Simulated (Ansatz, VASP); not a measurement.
Ba3Hg: VASP beside Ansatz

```
CELL_PARAMETERS angstrom
-2.73859 2.73859 6.08700
2.73859 -2.73859 6.08700
2.73859 2.73859 -6.08700
ATOMIC_POSITIONS crystal
Ba 0.50000 0.50000 0.00000
Ba 0.25000 0.75000 0.50000
Ba 0.75000 0.25000 0.50000
Hg 0.00000 0.00000 0.00000
```

Alike in both runs: functional PBE; k mesh 6 × 6 × 6; occupations gaussian, width 0.1 eV; no spin polarisation.

Ansatz relaxed the structure, and its values are those at the end. VASP's run is a single point on that final structure, the one shown.

```csv
,VASP,Ansatz
version,VASP 6.6.1,Ansatz 0.2.0
potentials or method,"VASP PAW PBE potentials, release 64 (Ba_sv, Hg), cutoff 520 eV","scalar-relativistic, plane waves, PAW"
valence electrons in the cell,42,50
```

VASP gave:

```
gap on the k mesh at the Fermi level (eV) : none
pressure (GPa)                            : 0.4
```

Q: Estimate Ansatz's values.

A: gap on the k mesh at the Fermi level (eV): none; pressure (GPa): 0.2.

A gap of «none» marks a metal or a gap that the smearing closes. The functional is the same, so the differences come from potentials, cutoffs and numerics. VASP's potentials hold 42 valence electrons a cell and Ansatz's 50, so a difference there can come from the potentials and not from the codes.

Neither program's run includes spin-orbit coupling.
